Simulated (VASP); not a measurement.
# Al (P6_3/mmc) in VASP: a series of runs, part 2 of 2

VASP 6.6.1. The steps go on from the part before.

## (3) Single point, PBE+D3(BJ) (15.21 Å³/atom)

INCAR

```
SYSTEM = Al
PREC = Accurate ; ENCUT = 520
EDIFF = 1E-6 ; ISMEAR = 0
SIGMA = 0.15 ; LREAL = .FALSE.
LASPH = .TRUE. ; NELM = 60
ALGO = Normal ; ISIF = 2
LWAVE = .FALSE. ; LCHARG = .TRUE.
GGA = PE ; IVDW = 12
LELF = .TRUE. ; LVHAR = .TRUE.
NBANDS = 14
```

KPOINTS

```
regular mesh
0
G
  18 18 6
  0 0 0
```

POSCAR

```
Al
1.0
    2.7763887907      0.0000000000      0.0000000000
   -1.3881943954      2.4044232235      0.0000000000
    0.0000000000      0.0000000000      9.1161656238
Al
4
Direct
    0.0000000000      0.0000000000      0.0000000000
    0.3333333333      0.6666666667      0.2500000000
    0.0000000000      0.0000000000      0.5000000000
    0.6666666667      0.3333333333      0.7500000000
```

Potentials or basis: VASP PAW PBE potentials, release 64 (Al).

Started as:

```console
> cat potpaw_PBE.64/Al/POTCAR > POTCAR
> mpirun -np 1 vasp_std > vasp.out
```

OUTCAR:

```text
SYSTEM = Al
   PREC = Accurate
   ENCUT = 520
   EDIFF = 1E-6
   ISMEAR = 0
   LREAL = .FALSE.
   LASPH = .TRUE.
   NELM = 60
   ISIF = 2
   GGA = PE
   IVDW = 12
 IVDW          = 12

 ion  position               nearest neighbor table
   1  0.000  0.000  0.000-   2 2.79   4 2.79   4 2.79   2 2.79   4 2.79   2 2.79
   2  0.333  0.667  0.250-   1 2.79   3 2.79   1 2.79   3 2.79   1 2.79   3 2.79
   3  0.000  0.000  0.500-   2 2.79   4 2.79   4 2.79   2 2.79   4 2.79   2 2.79
   4  0.667  0.333  0.750-   1 2.79   3 2.79   1 2.79   3 2.79   1 2.79   3 2.79

  LATTYP: Found a hexagonal cell.
 ALAT       =     2.7763887907
 C/A-ratio  =     3.2834614714

  Lattice vectors:

 A1 = (   2.7763887907,   0.0000000000,   0.0000000000)
 A2 = (  -1.3881943954,   2.4044232235,   0.0000000000)
 A3 = (   0.0000000000,   0.0000000000,   9.1161656238)

Analysis of symmetry for initial positions (statically):
=====================================================================
 Subroutine PRICEL returns:
 Original cell was already a primitive cell.

 Routine SETGRP: Setting up the symmetry group for a
 hexagonal supercell.

 Subroutine GETGRP returns: Found 24 space group operations
 (whereof 12 operations were pure point group operations)
 out of a pool of 24 trial point group operations.

The static configuration has the point symmetry D_3d.
 The point group associated with its full space group is D_6h.

Analysis of symmetry for dynamics (positions and initial velocities):
=====================================================================
 Subroutine PRICEL returns:
 Original cell was already a primitive cell.

 Routine SETGRP: Setting up the symmetry group for a
 hexagonal supercell.

 Subroutine GETGRP returns: Found 24 space group operations
 (whereof 12 operations were pure point group operations)
 out of a pool of 24 trial point group operations.

The dynamic configuration has the point symmetry D_3d.
 The point group associated with its full space group is D_6h.

[... 134 lines left out ...]
 Gauss-broadening in eV      SIGMA  =   0.15
  energy-cutoff  :      520.00
  volume of cell :       60.86
 maximum number of plane-waves:      1666
 NGX is ok and might be reduce to    24
   NGX = 11   NGY = 11   NGZ = 33

 number of electron      12.0000000 magnetization

 Free energy of the ion-electron system (eV)
  ---------------------------------------------------
  ext. energy  EPLUGINS =         0.00000000
  ---------------------------------------------------
  free energy    TOTEN  =       -14.82177045 eV

  energy without entropy =      -14.80434907  energy(sigma->0) =      -14.81305976

 E-fermi :   8.8598     XC(G=0): -10.4946

 val. band max:        8.8554803300   @ k =   0.3889   0.1111   0.0000
 cond. band min:       8.8698313676   @ k =   0.3889   0.2222   0.3333
 fundamental gap:      0.0143510376
 Fermi energy:         8.8598133936

 k-point     1 :       0.0000    0.0000    0.0000
  band No.  band energies     occupation
      1      -2.8353      2.00000
      2      -1.0692      2.00000
      3      -1.0636      2.00000
      4       3.9219      2.00000
      5       4.3113      2.00000
      6      12.3718      0.00000
      7      12.3849      0.00000
      8      20.2678      0.00000
      9      20.2678      0.00000
     10      20.3512      0.00000
     11      20.3512      0.00000
     12      21.2781      0.00000
     13      21.2846      0.00000
     14      21.3929      0.00000
[... 377 lines left out ...]
      1       2.3488      2.00000
      2       4.0142      2.00000
      3       4.0224      2.00000
      4       5.0302      2.00000
      5       6.7744      2.00000
      6       6.7838      2.00000
      7       8.8555      1.03259
      8       9.4299      0.00000
      9      11.2826      0.00000
     10      11.4709      0.00000
     11      12.7618      0.00000
     12      13.4069      0.00000
     13      13.7751      0.00000
     14      17.2378      0.00000

 [... further k-points ...]

------------------------ aborting loop because EDIFF is reached ----------------------------------------

 Edisp (eV)   -1.46376

 E8    (eV) :    -0.6554

  FORCE on cell =-STRESS in cart. coord.  units (eV):
  Direction    XX          YY          ZZ          XY          YZ          ZX
  --------------------------------------------------------------------------------------
  -------------------------------------------------------------------------------------
  Total       1.46133     1.46133     1.43105    -0.00000    -0.00000     0.00000
  in kB      38.47286    38.47286    37.67588    -0.00000    -0.00000     0.00000
  external pressure =       38.21 kB  Pullay stress =        0.00 kB

 VOLUME and BASIS-vectors are now :
 -----------------------------------------------------------------------------
  energy-cutoff  :      520.00
  volume of cell :       60.86
      direct lattice vectors                 reciprocal lattice vectors
     2.776388791  0.000000000  0.000000000     0.360180103  0.207950079  0.000000000
    -1.388194395  2.404423223  0.000000000     0.000000000  0.415900159  0.000000000
     0.000000000  0.000000000  9.116165624     0.000000000  0.000000000  0.109695243

 POSITION                                       TOTAL-FORCE (eV/Angst)
 -----------------------------------------------------------------------------------
      0.00000      0.00000      0.00000         0.000000     -0.000000     -0.000000
     -0.00000      1.60295      2.27904         0.000000      0.000000      0.000000
      0.00000      0.00000      4.55808        -0.000000     -0.000000     -0.000000
      1.38819      0.80147      6.83712        -0.000000     -0.000000      0.000000
 -----------------------------------------------------------------------------------
    total drift:                                0.000000      0.000000      0.000000

  FREE ENERGIE OF THE ION-ELECTRON SYSTEM (eV)
  ---------------------------------------------------
  free  energy   TOTEN  =       -16.2855336303 eV

  energy  without entropy=      -16.2681122598  energy(sigma->0) =      -16.27682295
```

stdout:

```text
POSCAR found type information on POSCAR Al
 POSCAR found :  1 types and       4 ions
 scaLAPACK will be used
 LDA part: xc-table for (Slater+PW92), standard interpolation
 POSCAR, INCAR and KPOINTS ok, starting setup
 FFT: planning ... GRIDC
 FFT: planning ... GRID_SOFT
 FFT: planning ... GRID
 WAVECAR not read
 entering main loop
```

It took 55 s on 1 thread of AMD EPYC 9R45 (Zen 5), shared host; peak memory 0.22 GiB.

What came out:

| Property | Result |
| --- | --- |
| Free energy | -16.2855 eV |
| Pressure | 3.8 GPa |
| Band gap on the k mesh | zero (bands 6 and 7 overlap by 5.60 eV) |
| Dispersion energy per atom | -0.366 eV |

Stress tensor (GPa, compression positive):
```
3.85 0.00 0.00
0.00 3.85 0.00
0.00 0.00 3.77
```

Levels at points of the mesh, in eV from the Fermi level:
```tsv
k point	band 3	band 4	band 5	band 6	band 7	band 8	band 9	band 10
(0.00, 0.00, 0.00)	-9.92	-4.94	-4.55	3.51	3.53	11.41	11.41	11.49
(0.50, 0.00, 0.00)	-4.13	-4.10	-3.38	-3.34	0.81	1.22	1.45	1.79
(0.00, 0.00, 0.50)	-7.75	-7.75	-0.97	-0.97	8.58	8.58	11.73	11.73
(0.50, 0.00, 0.50)	-5.00	-5.00	-1.93	-1.93	-1.23	-1.23	4.79	4.79
```

Caveat: the cell stands under pressure.

## (4) Single point, PBE+D3(BJ) (15.21 Å³/atom)

INCAR

```
SYSTEM = Al
ALGO = Normal
EDIFF = 1E-6
ENCUT = 520
GGA = PE
ISIF = 2
ISMEAR = 0
IVDW = 12
LASPH = .TRUE.
LCHARG = .FALSE.
LREAL = .FALSE.
LWAVE = .FALSE.
NBANDS = 14
NELM = 100
PREC = Accurate
SIGMA = 0.15
```

KPOINTS

```
k-points
0
G
  18 18 6
  0 0 0
```

POSCAR

```
Al
1.0
    2.7213083840      0.0000000000      0.0000000000
   -1.3606541920      2.3567221921      0.0000000000
    0.0000000000      0.0000000000      9.4889302043
Al
4
Direct
    0.0000000000      0.0000000000      0.0000000000
    0.3333333333      0.6666666667      0.2500000000
    0.0000000000      0.0000000000      0.5000000000
    0.6666666667      0.3333333333      0.7500000000
```

Started as:

```console
> cat potpaw_PBE.64/Al/POTCAR > POTCAR
> mpirun -np 1 vasp_std > vasp.out
```

Run time: 37 s. Hardware: 1 thread of AMD EPYC 9R45 (Zen 5), shared host; peak memory 0.21 GiB.

Results (log left out):

```yaml
Free_energy: -16.2324 eV
Pressure: 4.4 GPa
Band_gap_on_the_k_mesh: zero (bands 6 and 7 overlap by 4.64 eV)
Dispersion_energy_per_atom: -0.366 eV
```

Stress tensor (GPa, compression positive):
```
6.53 0.00 0.00
0.00 6.53 0.00
0.00 0.00 0.20
```

Levels at points of the mesh, in eV from the Fermi level:
| k point | band 4 | band 5 | band 6 | band 7 | band 8 | band 9 |
| --- | --- | --- | --- | --- | --- | --- |
| (0.00, 0.00, 0.00) | -5.29 | -5.25 | 2.40 | 2.40 | 11.53 | 12.35 |
| (0.50, 0.00, 0.00) | -4.00 | -3.23 | -3.20 | 0.80 | 0.94 | 1.17 |
| (0.00, 0.00, 0.50) | -8.04 | -1.77 | -1.77 | 7.15 | 7.15 | 12.57 |
| (0.50, 0.00, 0.50) | -4.76 | -1.95 | -1.95 | -1.25 | -1.25 | 4.23 |

Caveat: the cell stands under pressure.

## (5) Single point, PBE+D3(BJ) (15.21 Å³/atom)

INCAR

```
PREC = Accurate
ENCUT = 520
EDIFF = 1E-6
ISMEAR = 0
SIGMA = 0.15
LREAL = False
LASPH = True
NELM = 100
ALGO = Normal
ISIF = 2
LWAVE = False
LCHARG = True
GGA = PE
IVDW = 12
LELF = True
LVHAR = True
NBANDS = 14
```

KPOINTS

```
Automatic mesh
0
Gamma
  18 18 6
```

POSCAR

```
Al
1.0
    2.7579113971      0.0000000000      0.0000000000
   -1.3789556986      2.3884213313      0.0000000000
    0.0000000000      0.0000000000      9.2387273893
Al
4
Direct
    0.0000000000      0.0000000000      0.0000000000
    0.3333333333      0.6666666667      0.2500000000
    0.0000000000      0.0000000000      0.5000000000
    0.6666666667      0.3333333333      0.7500000000
```

Potentials or basis: VASP PAW PBE potentials, release 64 (Al).

Started as:

```console
> cat potpaw_PBE.64/Al/POTCAR > POTCAR
> mpirun -np 1 vasp_std > vasp.out
```

OUTCAR:

```text
PREC = Accurate
   ENCUT = 520
   EDIFF = 1E-6
   ISMEAR = 0
   LREAL = False
   LASPH = True
   NELM = 100
   ISIF = 2
   GGA = PE
   IVDW = 12
 IVDW          = 12

 ion  position               nearest neighbor table
   1  0.000  0.000  0.000-   2 2.81   4 2.81   4 2.81   2 2.81   4 2.81   2 2.81
   2  0.333  0.667  0.250-   1 2.81   3 2.81   1 2.81   3 2.81   1 2.81   3 2.81
   3  0.000  0.000  0.500-   2 2.81   4 2.81   4 2.81   2 2.81   4 2.81   2 2.81
   4  0.667  0.333  0.750-   1 2.81   3 2.81   1 2.81   3 2.81   1 2.81   3 2.81

[... 615 lines left out ...]
  Direction    XX          YY          ZZ          XY          YZ          ZX
  --------------------------------------------------------------------------------------
  -------------------------------------------------------------------------------------
  Total       1.84451     1.84451     0.75614    -0.00000     0.00000     0.00000
  in kB      48.56105    48.56105    19.90728    -0.00000     0.00000     0.00000
  external pressure =       39.01 kB  Pullay stress =        0.00 kB

 VOLUME and BASIS-vectors are now :
 -----------------------------------------------------------------------------
  energy-cutoff  :      520.00
  volume of cell :       60.86
      direct lattice vectors                 reciprocal lattice vectors
     2.757911397  0.000000000  0.000000000     0.362593229  0.209343299  0.000000000
    -1.378955699  2.388421331  0.000000000     0.000000000  0.418686597  0.000000000
     0.000000000  0.000000000  9.238727389     0.000000000  0.000000000  0.108240016

 POSITION                                       TOTAL-FORCE (eV/Angst)
 -----------------------------------------------------------------------------------
      0.00000      0.00000      0.00000        -0.000000      0.000000     -0.000000
     -0.00000      1.59228      2.30968         0.000000     -0.000000      0.000000
      0.00000      0.00000      4.61936         0.000000      0.000000     -0.000000
      1.37896      0.79614      6.92905        -0.000000      0.000000     -0.000000
 -----------------------------------------------------------------------------------
    total drift:                                0.000000     -0.000000      0.000000

  FREE ENERGIE OF THE ION-ELECTRON SYSTEM (eV)
  ---------------------------------------------------
  free  energy   TOTEN  =       -16.2781715875 eV

  energy  without entropy=      -16.2597037105  energy(sigma->0) =      -16.26893765
```

OSZICAR:

```text
N       E                     dE             d eps       ncg     rms          rms(c)
DAV:   1     0.626993660891E+01    0.62699E+01   -0.41670E+03  4160   0.661E+02
DAV:   2    -0.142214690837E+02   -0.20491E+02   -0.18984E+02  5408   0.909E+01
DAV:   3    -0.149094983768E+02   -0.68803E+00   -0.67878E+00  5598   0.133E+01
DAV:   4    -0.149142683518E+02   -0.47700E-02   -0.47694E-02  4970   0.134E+00
DAV:   5    -0.149143191154E+02   -0.50764E-04   -0.50764E-04  5470   0.147E-01    0.289E+00
DAV:   6    -0.148561378631E+02    0.58181E-01   -0.49465E-03  4796   0.401E-01    0.168E+00
DAV:   7    -0.148148114498E+02    0.41326E-01   -0.12818E-02  4606   0.602E-01    0.232E-01
DAV:   8    -0.148143654349E+02    0.44601E-03   -0.25163E-04  5800   0.855E-02    0.483E-02
DAV:   9    -0.148143359236E+02    0.29511E-04   -0.29066E-05  4990   0.255E-02    0.129E-02
DAV:  10    -0.148143361155E+02   -0.19190E-06   -0.76635E-07  3910   0.589E-03
   1 F= -.16278172E+02 E0= -.16268938E+02  d E =-.184679E-01
```

stdout:

```text
POSCAR found type information on POSCAR Al
 POSCAR found :  1 types and       4 ions
 scaLAPACK will be used
 LDA part: xc-table for (Slater+PW92), standard interpolation
 POSCAR, INCAR and KPOINTS ok, starting setup
 FFT: planning ... GRIDC
 FFT: planning ... GRID_SOFT
 FFT: planning ... GRID
 WAVECAR not read
 entering main loop
```

It took 55 s on 1 thread of AMD EPYC 9R45 (Zen 5), shared host; peak memory 0.21 GiB.

Results:

- Free energy: -16.2782 eV
- Pressure: 3.9 GPa
- Band gap on the k mesh: zero (bands 6 and 7 overlap by 5.28 eV)
- Dispersion energy per atom: -0.366 eV

Caveat: the cell stands under pressure.

## (6) Single point, PBE+D3(BJ) (15.21 Å³/atom)

INCAR

```
ALGO = Normal ; EDIFF = 1E-6
ENCUT = 520 ; GGA = PE
ISIF = 2 ; ISMEAR = 0
IVDW = 12 ; LASPH = T
LCHARG = F ; LREAL = F
LWAVE = F ; NBANDS = 14
NELM = 80 ; PREC = Accurate
SIGMA = 0.15
```

KPOINTS

```
k-points
0
Gamma
  18 18 6
```

POSCAR

```
Al
1.0
    2.7950017369      0.0000000000      0.0000000000
   -1.3975008685      2.4205425077      0.0000000000
    0.0000000000      0.0000000000      8.9951540898
Al
4
Direct
    0.0000000000      0.0000000000      0.0000000000
    0.3333333333      0.6666666667      0.2500000000
    0.0000000000      0.0000000000      0.5000000000
    0.6666666667      0.3333333333      0.7500000000
```

Potentials or basis: VASP PAW PBE potentials, release 64 (Al).

Started as:

```console
> cat potpaw_PBE.64/Al/POTCAR > POTCAR
> mpirun -np 1 vasp_std > vasp.out
```

OUTCAR:

```text
EDIFF = 1E-6
   ENCUT = 520
   GGA = PE
   ISIF = 2
   ISMEAR = 0
   IVDW = 12
   LASPH = T
   LREAL = F
   NELM = 80
   PREC = Accurate
 IVDW          = 12

 ion  position               nearest neighbor table
   1  0.000  0.000  0.000-   2 2.77   4 2.77   2 2.77   4 2.77   4 2.77   2 2.77
   2  0.333  0.667  0.250-   1 2.77   3 2.77   1 2.77   3 2.77   1 2.77   3 2.77
   3  0.000  0.000  0.500-   2 2.77   4 2.77   2 2.77   4 2.77   4 2.77   2 2.77
   4  0.667  0.333  0.750-   1 2.77   3 2.77   1 2.77   3 2.77   1 2.77   3 2.77

  LATTYP: Found a hexagonal cell.
 ALAT       =     2.7950017369
 C/A-ratio  =     3.2183000000

  Lattice vectors:

 A1 = (   2.7950017369,   0.0000000000,   0.0000000000)
 A2 = (  -1.3975008685,   2.4205425077,   0.0000000000)
 A3 = (   0.0000000000,   0.0000000000,   8.9951540898)

Analysis of symmetry for initial positions (statically):
=====================================================================
 Subroutine PRICEL returns:
 Original cell was already a primitive cell.

 Routine SETGRP: Setting up the symmetry group for a
 hexagonal supercell.
[... 191 lines left out ...]
      9      19.9423      0.00000
     10      20.0635      0.00000
     11      20.0635      0.00000
     12      21.0205      0.00000
     13      21.0220      0.00000
     14      21.1684      0.00000
[... 377 lines left out ...]
      1       2.2821      2.00000
      2       3.9926      2.00000
      3       4.0045      2.00000
      4       4.9329      2.00000
      5       6.7142      2.00000
      6       6.7343      2.00000
      7       8.8973      0.74755
      8       9.5800      0.00000
      9      11.2539      0.00000
     10      11.4676      0.00000
     11      12.7519      0.00000
     12      13.2906      0.00000
     13      13.6653      0.00000
     14      17.4843      0.00000

 [... further k-points ...]

------------------------ aborting loop because EDIFF is reached ----------------------------------------

 Edisp (eV)   -1.46376

 E8    (eV) :    -0.6554

  FORCE on cell =-STRESS in cart. coord.  units (eV):
  Direction    XX          YY          ZZ          XY          YZ          ZX
  --------------------------------------------------------------------------------------
  -------------------------------------------------------------------------------------
  Total       1.16003     1.16003     2.04105    -0.00000     0.00000     0.00000
  in kB      30.54042    30.54042    53.73557    -0.00000     0.00000     0.00000
  external pressure =       38.27 kB  Pullay stress =        0.00 kB

 VOLUME and BASIS-vectors are now :
 -----------------------------------------------------------------------------
  energy-cutoff  :      520.00
  volume of cell :       60.86
      direct lattice vectors                 reciprocal lattice vectors
     2.795001737  0.000000000  0.000000000     0.357781531  0.206565263  0.000000000
    -1.397500869  2.420542508  0.000000000     0.000000000  0.413130526  0.000000000
     0.000000000  0.000000000  8.995154090     0.000000000  0.000000000  0.111170969

 POSITION                                       TOTAL-FORCE (eV/Angst)
 -----------------------------------------------------------------------------------
      0.00000      0.00000      0.00000         0.000000      0.000000      0.000000
     -0.00000      1.61370      2.24879         0.000000     -0.000000     -0.000000
      0.00000      0.00000      4.49758         0.000000      0.000000      0.000000
      1.39750      0.80685      6.74637        -0.000000      0.000000      0.000000
 -----------------------------------------------------------------------------------
    total drift:                               -0.000000      0.000000      0.000000

  FREE ENERGIE OF THE ION-ELECTRON SYSTEM (eV)
  ---------------------------------------------------
  free  energy   TOTEN  =       -16.2801134006 eV

  energy  without entropy=      -16.2645173463  energy(sigma->0) =      -16.27231537
```

OSZICAR:

```text
N       E                     dE             d eps       ncg     rms          rms(c)
DAV:   1     0.689099283770E+01    0.68910E+01   -0.41913E+03  4144   0.661E+02
DAV:   2    -0.141807105494E+02   -0.21072E+02   -0.19319E+02  5436   0.906E+01
DAV:   3    -0.149122247519E+02   -0.73151E+00   -0.72152E+00  5546   0.136E+01
DAV:   4    -0.149170596297E+02   -0.48349E-02   -0.48340E-02  4942   0.136E+00
DAV:   5    -0.149171133698E+02   -0.53740E-04   -0.53741E-04  5474   0.149E-01    0.288E+00
DAV:   6    -0.148584615226E+02    0.58652E-01   -0.49813E-03  4772   0.402E-01    0.167E+00
DAV:   7    -0.148168243166E+02    0.41637E-01   -0.13058E-02  4636   0.606E-01    0.232E-01
DAV:   8    -0.148163684006E+02    0.45592E-03   -0.26058E-04  5758   0.859E-02    0.546E-02
DAV:   9    -0.148163519532E+02    0.16447E-04   -0.15637E-05  5078   0.191E-02    0.106E-02
DAV:  10    -0.148163518203E+02    0.13284E-06   -0.37726E-07  3506   0.422E-03
   1 F= -.16280113E+02 E0= -.16272315E+02  d E =-.155961E-01
```

Run time: 50 s. Hardware: 1 thread of AMD EPYC 9R45 (Zen 5), shared host; peak memory 0.22 GiB.

What came out:

```yaml
Free_energy: -16.2801 eV
Pressure: 3.8 GPa
Band_gap_on_the_k_mesh: zero (bands 6 and 7 overlap by 5.88 eV)
Dispersion_energy_per_atom: -0.366 eV
```

Caveat: the cell stands under pressure.

## (7) Summary

| cell | gap on the mesh (eV) | pressure (GPa) |
| --- | --- | --- |
| a = 2.814, b = 2.814, c = 8.876 Å, angles 90.0, 90.0, 120.0°, 4 atoms | none | 3.9 |
| a = 2.776, b = 2.776, c = 9.116 Å, angles 90.0, 90.0, 120.0°, 4 atoms | none | 3.8 |
| a = 2.721, b = 2.721, c = 9.489 Å, angles 90.0, 90.0, 120.0°, 4 atoms | none | 4.4 |
| a = 2.758, b = 2.758, c = 9.239 Å, angles 90.0, 90.0, 120.0°, 4 atoms | none | 3.9 |
| a = 2.795, b = 2.795, c = 8.995 Å, angles 90.0, 90.0, 120.0°, 4 atoms | none | 3.8 |

Alike in all rows: task single point; level PBE+D3(BJ); potentials or basis VASP PAW PBE potentials, release 64 (Al); no spin polarisation; k mesh 18 × 18 × 6; cutoff (eV) 520; smearing gaussian 0.15 eV.

Caveats: the cell stands under pressure.

Total energies depend on the potentials used, so only differences within one code and one set of settings carry meaning.
